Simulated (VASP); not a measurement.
# HfN (I4/mmm) in VASP: a series of runs, part 2 of 2

VASP 6.6.1.

## (3) Single point, PBE (z stretched by +2 %, then relaxed in part)

INCAR reads:

```
SYSTEM = HfN
PREC = Accurate ; ENCUT = 520
EDIFF = 1E-7 ; ISMEAR = -1
SIGMA = 0.05 ; LREAL = .FALSE.
LASPH = .TRUE. ; NELM = 100
ALGO = Normal ; ISIF = 2
LWAVE = .FALSE. ; LCHARG = .FALSE.
GGA = PE ; NBANDS = 14
```

KPOINTS reads:

```
regular mesh
0
G
  18 18 18
  0 0 0
```

POSCAR reads:

```
HfN
1.0
    0.0000000000      2.2590000000      2.3041800000
    2.2590000000      0.0000000000      2.3041800000
    2.2590000000      2.2590000000      0.0000000000
Hf N
1 1
Direct
    0.0000000000      0.0000000000      0.0000000000
    0.5000000000      0.5000000000      0.5000000000
```

Potentials or basis: VASP PAW PBE potentials, release 64 (Hf_pv, N).

On the command line:

```bash
$ cat potpaw_PBE.64/Hf_pv/POTCAR potpaw_PBE.64/N/POTCAR > POTCAR
$ mpirun -np 1 vasp_std > vasp.out
```

OUTCAR:

```text
SYSTEM = HfN
   PREC = Accurate
   ENCUT = 520
   EDIFF = 1E-7
   ISMEAR = -1
   LREAL = .FALSE.
   LASPH = .TRUE.
   NELM = 100
   ISIF = 2
   GGA = PE

 ion  position               nearest neighbor table
   1  0.000  0.000  0.000-   2 2.26   2 2.26   2 2.26   2 2.26   2 2.30   2 2.30
   2  0.500  0.500  0.500-   1 2.26   1 2.26   1 2.26   1 2.26   1 2.30   1 2.30

  LATTYP: Found a body centered tetragonal cell.
 ALAT       =     3.1947084374
 C/A-ratio  =     1.4424978336

  Lattice vectors:

 A1 = (  -2.2590000000,   0.0000000000,   2.3041800000)
 A2 = (   2.2590000000,   0.0000000000,   2.3041800000)
 A3 = (   0.0000000000,   2.2590000000,  -2.3041800000)

Analysis of symmetry for initial positions (statically):
=====================================================================
 Subroutine PRICEL returns:
 Original cell was already a primitive cell.

 Routine SETGRP: Setting up the symmetry group for a
 body centered tetragonal supercell.

 Subroutine GETGRP returns: Found 16 space group operations
 (whereof 16 operations were pure point group operations)
 out of a pool of 16 trial point group operations.

The static configuration has the point symmetry D_4h.

Analysis of symmetry for dynamics (positions and initial velocities):
=====================================================================
 Subroutine PRICEL returns:
 Original cell was already a primitive cell.

 Routine SETGRP: Setting up the symmetry group for a
 body centered tetragonal supercell.

 Subroutine GETGRP returns: Found 16 space group operations
 (whereof 16 operations were pure point group operations)
 out of a pool of 16 trial point group operations.

The dynamic configuration has the point symmetry D_4h.

 Subroutine INISYM returns: Found 16 space group operations
 (whereof 16 operations are pure point group operations),
 and found     1 'primitive' translations

[... 117 lines left out ...]
  Thomas-Fermi vector in A             =   2.531299
   LORBIT       =      0    0 simple, 1 ext, 2 COOP (PROOUT), +10 PAW based schemes
   GGA     = PE    functional components
   LHFCALC =     F    Hartree Fock is set to
   AEXX    =    0.0000 exact exchange contribution
   IVDW    =     0    specifies the selected vdW correction
   LEPSILON=     F    determine dielectric tensor
   LRPA    =     F    only Hartree local field effects (RPA)
 non-spin polarized calculation
  energy-cutoff  :      520.00
  volume of cell :       23.52
 maximum number of plane-waves:       646
   NGX = 11   NGY = 11   NGZ = 11

 number of electron      15.0000001 magnetization

 Free energy of the ion-electron system (eV)
  ---------------------------------------------------
  ext. energy  EPLUGINS =         0.00000000
  ---------------------------------------------------
  free energy    TOTEN  =       -21.74947968 eV

  energy without entropy =      -21.74418049  energy(sigma->0) =      -21.74683008

 E-fermi :   8.2071     XC(G=0): -12.6279

 val. band max:        8.2048605072   @ k =  -0.2222   0.3889   0.2222
 cond. band min:       8.2086454198   @ k =  -0.1111   0.0556   0.0000
 fundamental gap:      0.0037849126
 Fermi energy:         8.2071012437

 k-point     1 :       0.0000    0.0000    0.0000
  band No.  band energies     occupation
      1     -23.0371      2.00000
      2     -23.0117      2.00000
      3     -23.0117      2.00000
      4      -9.1853      2.00000
      5       5.1471      2.00000
      6       5.2337      2.00000
      7       5.2337      2.00000
      8       7.7308      1.99985
      9       7.9484      1.98875
     10       7.9484      1.98875
     11       9.5375      0.00000
     12      10.2747      0.00000
     13      10.2749      0.00000
     14      17.7299      0.00000
[... 377 lines left out ...]
      1     -23.4654      2.00000
      2     -23.1044      2.00000
      3     -23.0327      2.00000
      4      -8.0209      2.00000
      5       1.8839      2.00000
      6       3.1670      2.00000
      7       3.4597      2.00000
      8       8.6349      0.00038
      9       9.1943      0.00000
     10       9.9565      0.00000
     11      11.6499      0.00000
     12      13.5155      0.00000
     13      13.9996      0.00000
     14      20.3339      0.00000

 [... further k-points ...]
[... 5 lines left out ...]
  --------------------------------------------------------------------------------------
  -------------------------------------------------------------------------------------
  Total        0.1058121      0.1058121     -1.1388487      0.0000000     -0.0000000      0.0000000
  in kB        7.2088708      7.2088708    -77.5885687      0.0000000     -0.0000000      0.0000000
  external PRESSURE =     -21.0569424 kB  Pullay stress =       0.0000000 kB

 VOLUME and BASIS-vectors are now :
 -----------------------------------------------------------------------------
  energy-cutoff  :      520.00
  volume of cell :       23.52
      direct lattice vectors                 reciprocal lattice vectors
     0.000000000  2.259000000  2.304180000    -0.221336875  0.221336875  0.216996936
     2.259000000  0.000000000  2.304180000     0.221336875 -0.221336875  0.216996936
     2.259000000  2.259000000  0.000000000     0.221336875  0.221336875 -0.216996936

 POSITION                                       TOTAL-FORCE (eV/Angst)
 -----------------------------------------------------------------------------------
      0.00000      0.00000      0.00000        -0.000000      0.000000      0.000000
      2.25900      2.25900      2.30418         0.000000     -0.000000      0.000000
 -----------------------------------------------------------------------------------
    total drift:                                0.000000     -0.000000     -0.000000

  FREE ENERGIE OF THE ION-ELECTRON SYSTEM (eV)
  ---------------------------------------------------
  free  energy   TOTEN  =       -21.7494796790 eV

  energy  without entropy=      -21.7441804856  energy(sigma->0) =      -21.74683008
```

OSZICAR:

```text
N       E                     dE             d eps       ncg     rms          rms(c)
DAV:   1     0.383863115590E+02    0.38386E+02   -0.77863E+03 13472   0.101E+03
DAV:   2    -0.227433509868E+02   -0.61130E+02   -0.57275E+02 17792   0.237E+02
DAV:   3    -0.247542213459E+02   -0.20109E+01   -0.20035E+01 15548   0.353E+01
DAV:   4    -0.247619084331E+02   -0.76871E-02   -0.76863E-02 16050   0.255E+00
DAV:   5    -0.247619587810E+02   -0.50348E-04   -0.50348E-04 15524   0.176E-01    0.472E+01
DAV:   6    -0.218652375702E+02    0.28967E+01   -0.83452E+00 14718   0.221E+01    0.405E+01
DAV:   7    -0.217789298365E+02    0.86308E-01   -0.46304E-01 16860   0.606E+00    0.262E+01
DAV:   8    -0.217559396320E+02    0.22990E-01   -0.12208E-01 15318   0.300E+00    0.623E+00
DAV:   9    -0.217495765243E+02    0.63631E-02   -0.17035E-02 15054   0.106E+00    0.197E+00
DAV:  10    -0.217495131041E+02    0.63420E-04   -0.10381E-03 17968   0.311E-01    0.442E-01
DAV:  11    -0.217494816256E+02    0.31478E-04   -0.68799E-05 16284   0.820E-02    0.108E-01
DAV:  12    -0.217494798874E+02    0.17383E-05   -0.75808E-06 18106   0.234E-02    0.125E-02
DAV:  13    -0.217494797433E+02    0.14409E-06   -0.18107E-07 12820   0.436E-03    0.528E-03
DAV:  14    -0.217494796790E+02    0.64228E-07   -0.16121E-08  9558   0.120E-03
   1 F= -.21749480E+02 E0= -.21746830E+02  d E =-.529919E-02
```

stdout:

```text
POSCAR found type information on POSCAR HfN
 POSCAR found :  2 types and       2 ions
 scaLAPACK will be used
 LDA part: xc-table for (Slater+PW92), standard interpolation
 POSCAR, INCAR and KPOINTS ok, starting setup
 FFT: planning ... GRIDC
 FFT: planning ... GRID_SOFT
 FFT: planning ... GRID
 WAVECAR not read
 entering main loop
```

It took 3 min on 1 thread of Intel Xeon 8259CL, shared host; peak memory 0.28 GiB.

Results:

```
Free energy : -21.7495 eV
Pressure    : -2.1 GPa
```

Caveat: the cell differs from its parent crystal (z stretched by +2 %, then relaxed in part); spin-orbit coupling is left out, which moves the levels of the heavy elements.

## (4) Single point, PBE (z stretched by +3 %, then relaxed in part)

INCAR reads:

```
SYSTEM = HfN
  PREC = Accurate
  ENCUT = 520
  EDIFF = 1E-7
  ISMEAR = -1
  SIGMA = 0.05
  LREAL = .False.
  LASPH = .True.
  NELM = 100
  ALGO = Normal
  ISIF = 2
  LWAVE = .False.
  LCHARG = .False.
  GGA = PE
  NBANDS = 14
```

KPOINTS reads:

```
regular mesh
0
Gamma
  18 18 18
  0 0 0
```

POSCAR reads:

```
HfN
1.0
    0.0000000000      2.2590000000      2.3267700000
    2.2590000000      0.0000000000      2.3267700000
    2.2590000000      2.2590000000      0.0000000000
Hf N
1 1
Direct
    0.0000000000      0.0000000000      0.0000000000
    0.5000000000      0.5000000000      0.5000000000
```

Potentials or basis: VASP PAW PBE potentials, release 64 (Hf_pv, N).

On the command line:

```bash
$ cat potpaw_PBE.64/Hf_pv/POTCAR potpaw_PBE.64/N/POTCAR > POTCAR
$ mpirun -np 1 vasp_std > vasp.out
```

OUTCAR:

```text
SYSTEM = HfN
   PREC = Accurate
   ENCUT = 520
   EDIFF = 1E-7
   ISMEAR = -1
   LREAL = .False.
   LASPH = .True.
   NELM = 100
   ISIF = 2
   GGA = PE

 ion  position               nearest neighbor table
   1  0.000  0.000  0.000-   2 2.26   2 2.26   2 2.26   2 2.26   2 2.33   2 2.33
   2  0.500  0.500  0.500-   1 2.26   1 2.26   1 2.26   1 2.26   1 2.33   1 2.33

  LATTYP: Found a body centered tetragonal cell.
 ALAT       =     3.1947084374
 C/A-ratio  =     1.4566399692

  Lattice vectors:

 A1 = (  -2.2590000000,   0.0000000000,   2.3267700000)
 A2 = (   2.2590000000,   0.0000000000,   2.3267700000)
 A3 = (   0.0000000000,   2.2590000000,  -2.3267700000)

Analysis of symmetry for initial positions (statically):
=====================================================================
 Subroutine PRICEL returns:
 Original cell was already a primitive cell.

 Routine SETGRP: Setting up the symmetry group for a
 body centered tetragonal supercell.

 Subroutine GETGRP returns: Found 16 space group operations
 (whereof 16 operations were pure point group operations)
 out of a pool of 16 trial point group operations.

The static configuration has the point symmetry D_4h.

[... 167 lines left out ...]
  band No.  band energies     occupation
      1     -23.1687      2.00000
      2     -23.1290      2.00000
      3     -23.1290      2.00000
      4      -9.2152      2.00000
      5       5.0495      2.00000
      6       5.1720      2.00000
      7       5.1720      2.00000
      8       7.5831      1.99996
      9       7.9053      1.97654
     10       7.9053      1.97654
     11       9.2013      0.00000
     12      10.2341      0.00000
     13      10.2670      0.00000
     14      17.6255      0.00000
[... 377 lines left out ...]
      1     -23.5728      2.00000
      2     -23.2324      2.00000
      3     -23.1463      2.00000
      4      -8.0627      2.00000
      5       1.8257      2.00000
      6       3.1165      2.00000
      7       3.3763      2.00000
      8       8.5542      0.00039
      9       9.1246      0.00000
     10       9.8380      0.00000
     11      11.3181      0.00000
     12      13.4697      0.00000
     13      13.9417      0.00000
     14      20.2076      0.00000

 [... further k-points ...]
[... 5 lines left out ...]
  --------------------------------------------------------------------------------------
  -------------------------------------------------------------------------------------
  Total       -0.0485003     -0.0485003     -1.8253661      0.0000000      0.0000000      0.0000000
  in kB       -3.2721932     -3.2721932   -123.1529044      0.0000000      0.0000000      0.0000000
  external PRESSURE =     -43.2324303 kB  Pullay stress =       0.0000000 kB

 VOLUME and BASIS-vectors are now :
 -----------------------------------------------------------------------------
  energy-cutoff  :      520.00
  volume of cell :       23.75
      direct lattice vectors                 reciprocal lattice vectors
     0.000000000  2.259000000  2.326770000    -0.221336875  0.221336875  0.214890170
     2.259000000  0.000000000  2.326770000     0.221336875 -0.221336875  0.214890170
     2.259000000  2.259000000  0.000000000     0.221336875  0.221336875 -0.214890170

 POSITION                                       TOTAL-FORCE (eV/Angst)
 -----------------------------------------------------------------------------------
      0.00000      0.00000      0.00000         0.000000     -0.000000      0.000000
      2.25900      2.25900      2.32677        -0.000000      0.000000     -0.000000
 -----------------------------------------------------------------------------------
    total drift:                                0.000000     -0.000000     -0.000000

  FREE ENERGIE OF THE ION-ELECTRON SYSTEM (eV)
  ---------------------------------------------------
  free  energy   TOTEN  =       -21.7351252242 eV

  energy  without entropy=      -21.7299561472  energy(sigma->0) =      -21.73254069
```

OSZICAR:

```text
N       E                     dE             d eps       ncg     rms          rms(c)
DAV:   1     0.378049074551E+02    0.37805E+02   -0.77600E+03 13478   0.100E+03
DAV:   2    -0.227405818002E+02   -0.60545E+02   -0.56822E+02 17606   0.236E+02
DAV:   3    -0.247457450235E+02   -0.20052E+01   -0.19966E+01 15756   0.350E+01
DAV:   4    -0.247534354538E+02   -0.76904E-02   -0.76892E-02 15852   0.254E+00
DAV:   5    -0.247534857713E+02   -0.50318E-04   -0.50317E-04 15666   0.177E-01    0.464E+01
DAV:   6    -0.218564605546E+02    0.28970E+01   -0.84127E+00 14724   0.220E+01    0.400E+01
DAV:   7    -0.217655697860E+02    0.90891E-01   -0.46903E-01 16764   0.607E+00    0.260E+01
DAV:   8    -0.217419935232E+02    0.23576E-01   -0.12962E-01 15252   0.309E+00    0.632E+00
DAV:   9    -0.217352183183E+02    0.67752E-02   -0.18053E-02 15018   0.109E+00    0.197E+00
DAV:  10    -0.217351581507E+02    0.60168E-04   -0.10515E-03 17860   0.311E-01    0.432E-01
DAV:  11    -0.217351268551E+02    0.31296E-04   -0.68838E-05 16260   0.817E-02    0.103E-01
DAV:  12    -0.217351253156E+02    0.15395E-05   -0.74068E-06 18046   0.230E-02    0.102E-02
DAV:  13    -0.217351252242E+02    0.91419E-07   -0.16846E-07 12288   0.423E-03
   1 F= -.21735125E+02 E0= -.21732541E+02  d E =-.516908E-02
```

stdout:

```text
POSCAR found type information on POSCAR HfN
 POSCAR found :  2 types and       2 ions
 scaLAPACK will be used
 LDA part: xc-table for (Slater+PW92), standard interpolation
 POSCAR, INCAR and KPOINTS ok, starting setup
 FFT: planning ... GRIDC
 FFT: planning ... GRID_SOFT
 FFT: planning ... GRID
 WAVECAR not read
 entering main loop
```

Run time: 2.6 min. Hardware: 1 thread of Intel Xeon 8259CL, shared host; peak memory 0.28 GiB.

Results:

```
Free energy : -21.7351 eV
Pressure    : -4.3 GPa
```

Caveat: the cell differs from its parent crystal (z stretched by +3 %, then relaxed in part); spin-orbit coupling is left out, which moves the levels of the heavy elements.

## (5) Summary

```tsv
cell	gap on the mesh (eV)	pressure (GPa)
a = 3.211, b = 3.211, c = 3.195 Å, angles 60.2, 60.2, 59.7°, 2 atoms	none	0.3
a = 3.227, b = 3.227, c = 3.195 Å, angles 60.3, 60.3, 59.3°, 2 atoms	none	-2.1
a = 3.243, b = 3.243, c = 3.195 Å, angles 60.5, 60.5, 59.0°, 2 atoms	none	-4.3
```

Alike in all rows: task single point; level PBE; potentials or basis VASP PAW PBE potentials, release 64 (Hf_pv, N); no spin polarisation; k mesh 18 × 18 × 18; cutoff (eV) 520; smearing fermi-dirac 0.05 eV.

Caveats: spin-orbit coupling is left out, which moves the levels of the heavy elements.

Absolute energies hang on the potentials; compare differences alone.
